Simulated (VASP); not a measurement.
Wanted: the native input for a VASP 6.6.1 run.

```
Task                   : single point
Functional             : PBEsol
Potentials or basis    : VASP PAW PBE potentials, release 64 (Mg, S)
Cutoff                 : 520 eV
k mesh                 : 1 × 1 × 1
Occupations            : fermi-dirac, width 0.05 eV
Spin                   : no spin polarisation
Dipole correction      : no
Further INCAR settings : LREAL = Auto; ALGO = Normal; EDIFF = 1e-07; NBANDS = 72
```

The structure of Mg7S16 (a cell with a defect) lies in POSCAR:

```
Mg7S16
1.0
    2.3536360000      3.9105410000      9.1265460000
    2.3536360000     -3.9105410000      9.1265460000
    6.8907580000      0.0000000000      0.0000000000
Mg S
7 16
Direct
    0.0990174732      0.1459930707      0.2808594299
    0.6478263488      0.0322337747      0.3213414273
    0.3833468843      0.3153511773      0.7227679580
    0.5918415725      0.6403770565      0.2545301801
    0.9017565309      0.3318098150      0.7200563189
    0.3455965251      0.8556794011      0.7254693510
    0.9250633615      0.8054379695      0.7104341452
    0.2205809333      0.1603846587      0.5285406435
    0.0184300349      0.0499857710      0.9763619759
    0.7911038331      0.0949597446      0.5121829653
    0.6361403840     -0.0281666774      0.9614401198
    0.2645381440      0.7059604433      0.6116307650
    0.1020602629      0.4872755055      0.9844516553
    0.4913052381      0.3854886772      0.0166957360
    0.3434372335      0.2965639236      0.3914765599
    0.6888905430      0.6637022123      0.5672074100
    0.5455922984      0.5559744936      0.9493458835
    0.9635441446      0.4200899269      0.0085954315
    0.7914132424      0.3100987644      0.4570965467
    0.4573613464      0.9399799917      0.1437965348
    0.2713009762      0.7934282215      0.3027410091
    0.9678939639      0.9041943377     -0.0232796481
    0.8458220006      0.7261198929      0.4650171969
```

One way to write it, as run:

INCAR

```
PREC = Accurate
ENCUT = 520
EDIFF = 1E-7
ISMEAR = -1
SIGMA = 0.05
LREAL = Auto
LASPH = T
NELM = 100
ALGO = Normal
ISIF = 2
LWAVE = F
LCHARG = F
GGA = PS
NBANDS = 72
```

KPOINTS

```
regular mesh
0
Gamma
  1 1 1
```

Potentials or basis: VASP PAW PBE potentials, release 64 (Mg, S).

The run is started by

```console
$ cat potpaw_PBE.64/Mg/POTCAR potpaw_PBE.64/S/POTCAR > POTCAR
$ mpirun -np 1 vasp_gam > vasp.out
```

Results of the run:

* Pressure: 0.7 GPa
* Largest force: 3.043 eV/Å

Caveat: the k points lie up to 0.94 Å⁻¹ apart, too coarse for converged energies, forces and pressures; the atoms stand as in a frame of molecular dynamics; the PAW data sets were made with another functional, which shifts forces and pressure a little.

Run time: 110 s on 1 thread of Intel(R) Xeon(R) Platinum 8488C (Sapphire Rapids), on a shared host, peak memory 0.64 GiB.
